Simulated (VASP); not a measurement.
The system is CaO (Lime).

```
CELL_PARAMETERS angstrom
0.00000 2.40650 2.40650
2.40650 0.00000 2.40650
2.40650 2.40650 0.00000
ATOMIC_POSITIONS crystal
Ca 0.00000 0.00000 0.00000
O 0.50000 0.50000 0.50000
```

```yaml
Program: VASP 6.6.1
Task: relaxation of cell and atoms
Functional: PBEsol
Potentials_or_basis: VASP PAW PBE potentials, release 64 (Ca_sv, O)
Cutoff: 600 eV
k_mesh: 6 × 6 × 6
Occupations: fermi-dirac, width 0.01 eV
Spin: no spin polarisation
```

At the start: pressure -2.6 GPa; volume 13.94 Å³/atom.

Problem. Where does the relaxation end?

Solution. Over 3 steps the energy falls by 2.8 meV/atom and the volume is 13.61 Å³/atom (-2.4 %); space group Fm-3m (No. 225, to 0.05 Å).

Step by step:
| step | energy change (eV) | largest force (eV/Å) | pressure (GPa) | volume (Å³) |
| --- | --- | --- | --- | --- |
| 1 | 0.0000 | 0.0000 | -2.61 | 27.87 |
| 2 | -0.0047 | 0.0000 | 1.07 | 26.97 |
| 3 | -0.0055 | 0.0000 | 0.00 | 27.21 |

Final structure:
```cif
data_structure
_symmetry_space_group_name_H-M 'P 1'
_symmetry_Int_Tables_number 1
_cell_length_a 3.3762
_cell_length_b 3.3762
_cell_length_c 3.3762
_cell_angle_alpha 60.000
_cell_angle_beta 60.000
_cell_angle_gamma 60.000
_cell_volume 27.21
loop_
_atom_site_label
_atom_site_type_symbol
_atom_site_fract_x
_atom_site_fract_y
_atom_site_fract_z
_atom_site_occupancy
Ca1 Ca 0.00000 0.00000 0.00000 1
O1 O 0.50000 0.50000 0.50000 1
```

Caveat: the PAW data sets were made with another functional, which shifts forces and pressure a little.
